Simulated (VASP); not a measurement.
# CdF2 (Fm-3m) in VASP: settings compared, part 3 of 3

VASP 6.6.1.

## 6. Single point, r2SCAN

This run uses another cell than the first one, of 13.04 Å³/atom.

Contents of POSCAR:

```
CdF2
1.0
    0.0000000000      2.6940984906      2.6940984906
    2.6940984906      0.0000000000      2.6940984906
    2.6940984906      2.6940984906      0.0000000000
Cd F
1 2
Direct
    0.0000000000      0.0000000000      0.0000000000
    0.2500000000      0.2500000000      0.2500000000
    0.7500000000      0.7500000000      0.7500000000
```

Contents of INCAR.step1:

```
  PREC = Accurate
  ENCUT = 520
  ISMEAR = 0
  SIGMA = 0.05
  LREAL = False
  LASPH = True
  NELM = 80
  NBANDS = 20
  GGA = PE
  ALGO = Normal
  EDIFF = 1E-4
  LWAVE = True
  LCHARG = False
```

Contents of INCAR.step2:

```
  PREC = Accurate
  ENCUT = 520
  EDIFF = 1E-7
  ISMEAR = 0
  SIGMA = 0.05
  LREAL = False
  LASPH = True
  NELM = 80
  ALGO = Normal
  ISIF = 2
  LWAVE = False
  LCHARG = True
  METAGGA = R2SCAN
  LMIXTAU = True
  LELF = True
  LVHAR = True
  NBANDS = 20
  ISTART = 1
```

Contents of KPOINTS:

```
regular mesh
0
Gamma
  8 8 8
```

Potentials or basis: VASP PAW PBE potentials, release 64 (Cd, F).

On the command line:

```
$ cat potpaw_PBE.64/Cd/POTCAR potpaw_PBE.64/F/POTCAR > POTCAR
$ cp INCAR.step1 INCAR
$ mpirun -np 1 vasp_std > vasp.out
$ cp INCAR.step2 INCAR
$ mpirun -np 1 vasp_std > vasp.out
```

OUTCAR:

```text
PREC = Accurate
   ENCUT = 520
   EDIFF = 1E-7
   ISMEAR = 0
   LREAL = False
   LASPH = True
   NELM = 80
   ISIF = 2
   METAGGA = R2SCAN
   ISTART = 1

 ion  position               nearest neighbor table
   1  0.000  0.000  0.000-   3 2.33   3 2.33   3 2.33   2 2.33   3 2.33   2 2.33   2 2.33   2 2.33

   2  0.250  0.250  0.250-   1 2.33   1 2.33   1 2.33   1 2.33
   3  0.750  0.750  0.750-   1 2.33   1 2.33   1 2.33   1 2.33

  LATTYP: Found a face centered cubic cell.
 ALAT       =     5.3881969812

  Lattice vectors:

 A1 = (   0.0000000000,   2.6940984906,   2.6940984906)
 A2 = (   2.6940984906,   0.0000000000,   2.6940984906)
 A3 = (   2.6940984906,   2.6940984906,   0.0000000000)

Analysis of symmetry for initial positions (statically):
=====================================================================
 Subroutine PRICEL returns:
 Original cell was already a primitive cell.

 Routine SETGRP: Setting up the symmetry group for a
 face centered cubic supercell.

 Subroutine GETGRP returns: Found 48 space group operations
 (whereof 48 operations were pure point group operations)
 out of a pool of 48 trial point group operations.

The static configuration has the point symmetry O_h .

Analysis of symmetry for dynamics (positions and initial velocities):
=====================================================================
 Subroutine PRICEL returns:
 Original cell was already a primitive cell.

 Routine SETGRP: Setting up the symmetry group for a
 face centered cubic supercell.

 Subroutine GETGRP returns: Found 48 space group operations
 (whereof 48 operations were pure point group operations)
 out of a pool of 48 trial point group operations.

The dynamic configuration has the point symmetry O_h .

 Subroutine INISYM returns: Found 48 space group operations
 (whereof 48 operations are pure point group operations),
 and found     1 'primitive' translations

----------------------------------------------------------------------------------------

                                     Primitive cell

  volume of cell :      39.1084

  direct lattice vectors                    reciprocal lattice vectors
     0.000000000  2.694098491  2.694098491    -0.185590839  0.185590839  0.185590839
     2.694098491  0.000000000  2.694098491     0.185590839 -0.185590839  0.185590839
     2.694098491  2.694098491  0.000000000     0.185590839  0.185590839 -0.185590839

  length of vectors
     3.810030624  3.810030624  3.810030624     0.321452763  0.321452763  0.321452763

  position of ions in fractional coordinates (direct lattice)
     0.000000000  0.000000000  0.000000000
     0.250000000  0.250000000  0.250000000
     0.750000000  0.750000000  0.750000000

  ion indices of the primitive-cell ions
   primitive index   ion index
                 1           1
                 2           2
                 3           3

----------------------------------------------------------------------------------------

 KPOINTS: regular mesh

Automatic generation of k-mesh.
 Grid dimensions read from file:
 generate k-points for:    8    8    8

 Generating k-lattice:

  Cartesian coordinates                     Fractional coordinates (reciprocal lattice)
    -0.023198855  0.023198855  0.023198855     0.125000000  0.000000000  0.000000000
     0.023198855 -0.023198855  0.023198855     0.000000000  0.125000000  0.000000000
     0.023198855  0.023198855 -0.023198855     0.000000000  0.000000000  0.125000000

  Length of vectors
     0.040181595  0.040181595  0.040181595

  Shift w.r.t. Gamma in fractional coordinates (k-lattice)
     0.000000000  0.000000000  0.000000000

 Subroutine IBZKPT returns following result:
 ===========================================

 Found     29 irreducible k-points:

 Following reciprocal coordinates:
            Coordinates               Weight
  0.000000  0.000000  0.000000      1.000000
  0.125000  0.000000  0.000000      8.000000
  0.250000  0.000000  0.000000      8.000000
  0.375000  0.000000  0.000000      8.000000
  0.500000  0.000000  0.000000      4.000000
  0.125000  0.125000  0.000000      6.000000
[... 16 lines left out ...]
  0.500000  0.250000  0.125000     48.000000
 -0.375000  0.250000  0.125000     24.000000
 [... further k-points ...]
   k-points           NKPTS =     29   k-points in BZ     NKDIM =     29   number of bands    NBANDS=     20
   number of dos      NEDOS =    301   number of ions     NIONS =      3
   total plane-waves  NPLWV =  21952
   dimension x,y,z NGX =    28 NGY =   28 NGZ =   28
   dimension x,y,z NGXF=    56 NGYF=   56 NGZF=   56
   ions per type =               1   2
   NGX,Y,Z   is equivalent  to a cutoff of  12.22, 12.22, 12.22 a.u.
   NGXF,Y,Z  is equivalent  to a cutoff of  24.43, 24.43, 24.43 a.u.
 SYSTEM =  unknown system
   PREC   = accura    normal or accurate (medium, high low for compatibility)
   ISTART =      1    job   : 0-new  1-cont  2-samecut
   ICHARG =      0    charge: 1-file 2-atom 10-const
   ISPIN  =      1    spin polarized calculation?
   LNONCOLLINEAR =      F non collinear calculations
   LSORBIT =      F    spin-orbit coupling
   LASPH  =      T    aspherical Exc in radial PAW
   ENCUT  =  520.0 eV  38.22 Ry    6.18 a.u.   7.08  7.08  7.08*2*pi/ulx,y,z
   NELM   =     80;   NELMIN=  2; NELMDL=  0     # of ELM steps
   EDIFF  = 0.1E-06   stopping-criterion for ELM
   LREAL  =      F    real-space projection
   EDIFFG = 0.1E-05   stopping-criterion for IOM
   NSW    =      0    number of steps for IOM
   IBRION =     -1    ionic relax: 0-MD 1-quasi-New 2-CG
   NFREE  =      0    steps in history (QN), initial steepest desc. (CG)
   ISIF   =      2    stress and relaxation
   ISYM   =      2    0-nonsym 1-usesym 2-fastsym
   POTIM  = 0.5000    time-step for ionic-motion
   TEBEG  =    0.0;   TEEND  =   0.0 temperature during run
   PSTRESS=    0.0 pullay stress
   NELECT =      26.0000    total number of electrons
   NUPDOWN=      -1.0000    fix difference up-down
   EMIN   =  10.00;   EMAX   =-10.00  energy-range for DOS
   EFERMI =   0.00;   METHOD = LEGACY
   ISMEAR =     0;   SIGMA  =   0.05  broadening in eV -4-tet -1-fermi 0-gaus
   EFERMI_NEDOS =   21; number of points for ismear=-14 and -15
   IALGO  =     38    algorithm
   IMIX   =      4    mixing-type and parameters
     AMIX     =   0.40;   BMIX     =  1.00
     AMIX_MAG =   1.60;   BMIX_MAG =  1.00
  volume/ion in A,a.u.               =      13.04        87.97
  Fermi-wavevector in a.u.,A,eV,Ry     =   1.428814  2.700068 27.776437  2.041511
  Thomas-Fermi vector in A             =   2.548835
   LORBIT       =      0    0 simple, 1 ext, 2 COOP (PROOUT), +10 PAW based schemes
   METAGGA = R2SCAN    functional components
   LHFCALC =     F    Hartree Fock is set to
   AEXX    =    0.0000 exact exchange contribution
   IVDW    =     0    specifies the selected vdW correction
   LEPSILON=     F    determine dielectric tensor
   LRPA    =     F    only Hartree local field effects (RPA)
 non-spin polarized calculation
 Gauss-broadening in eV      SIGMA  =   0.05
  energy-cutoff  :      520.00
  volume of cell :       39.11
 maximum number of plane-waves:      1067
   NGX = 15   NGY = 15   NGZ = 15

 number of electron      25.9999990 magnetization

 Free energy of the ion-electron system (eV)
  ---------------------------------------------------
  ext. energy  EPLUGINS =         0.00000000
  ---------------------------------------------------
  free energy    TOTEN  =       -33.71932097 eV

  energy without entropy =      -33.71932097  energy(sigma->0) =      -33.71932097

 E-fermi :  -1.6042     XC(G=0): -11.0475

 val. band max:       -1.8687225398   @ k =  -0.2500   0.5000   0.2500
 cond. band min:       1.8812082086   @ k =   0.0000   0.0000   0.0000
 fundamental gap:      3.7499307483
 Fermi energy:        -1.6042194471

 k-point     1 :       0.0000    0.0000    0.0000
  band No.  band energies     occupation
      1     -23.8075      2.00000
      2     -22.7415      2.00000
      3      -7.4977      2.00000
      4      -7.4976      2.00000
      5      -7.4976      2.00000
      6      -6.2598      2.00000
[... 12 lines left out ...]
     19      18.9917      0.00000
[... 513 lines left out ...]
      4      -6.9217      2.00000
      5      -6.3204      2.00000
      6      -6.2981      2.00000
[... 12 lines left out ...]
     19      17.6330      0.00000
     20      21.5555      0.00000

 [... further k-points ...]

------------------------ aborting loop because EDIFF is reached ----------------------------------------

  FORCE on cell =-STRESS in cart. coord.  units (eV):
  Direction    XX          YY          ZZ          XY          YZ          ZX
  --------------------------------------------------------------------------------------
  -------------------------------------------------------------------------------------
  Total        0.2442321      0.2442321      0.2442321      0.0000000      0.0000000     -0.0000000
  in kB       10.0055959     10.0055959     10.0055959      0.0000000      0.0000000     -0.0000000
  external PRESSURE =      10.0055959 kB  Pullay stress =       0.0000000 kB

 VOLUME and BASIS-vectors are now :
 -----------------------------------------------------------------------------
  energy-cutoff  :      520.00
  volume of cell :       39.11
      direct lattice vectors                 reciprocal lattice vectors
     0.000000000  2.694098491  2.694098491    -0.185590839  0.185590839  0.185590839
     2.694098491  0.000000000  2.694098491     0.185590839 -0.185590839  0.185590839
     2.694098491  2.694098491  0.000000000     0.185590839  0.185590839 -0.185590839

 POSITION                                       TOTAL-FORCE (eV/Angst)
 -----------------------------------------------------------------------------------
      0.00000      0.00000      0.00000        -0.000000     -0.000000      0.000000
      1.34705      1.34705      1.34705        -0.000000      0.000000     -0.000000
      4.04115      4.04115      4.04115         0.000000     -0.000000      0.000000
 -----------------------------------------------------------------------------------
    total drift:                                0.000000      0.000000      0.000000

  FREE ENERGIE OF THE ION-ELECTRON SYSTEM (eV)
  ---------------------------------------------------
  free  energy   TOTEN  =       -33.7193209672 eV

  energy  without entropy=      -33.7193209672  energy(sigma->0) =      -33.71932097
```

Wall time 44 s (1 thread of Intel Xeon 6975P-C (Granite Rapids), shared host); peak memory 0.17 GiB.

Results:

```yaml
Free_energy: -33.7193 eV
Pressure: 1.0 GPa
Band_gap_on_the_k_mesh: 3.75 eV (least direct gap 4.25 eV)
```

Caveat: the PAW data sets were made with another functional, which shifts forces and pressure a little.

## 7. Overview

| level | cell | k mesh | gap on the mesh (eV) | pressure (GPa) |
| --- | --- | --- | --- | --- |
| PBE | a = 3.823 Å, angles 60.0°, 3 atoms | 6 × 6 × 6 | 3.05 | 5.0 |
| PBE | a = 3.859 Å, angles 60.0°, 3 atoms | 6 × 6 × 6 | 2.95 | 1.9 |
| PBE | a = 3.876 Å, angles 60.0°, 3 atoms | 6 × 6 × 6 | 2.90 | 0.5 |
| r2SCAN | a = 3.810 Å, angles 60.0°, 3 atoms | 8 × 8 × 8 | 3.75 | 1.0 |

Alike in all rows: task single point; potentials or basis VASP PAW PBE potentials, release 64 (Cd, F); no spin polarisation; cutoff (eV) 520; smearing gaussian 0.05 eV.

Caveats: the cell stands under pressure (at least some runs); the PAW data sets were made with another functional, which shifts forces and pressure a little (at least some runs).

Total energies depend on the potentials used, so only differences within one code and one set of settings carry meaning.
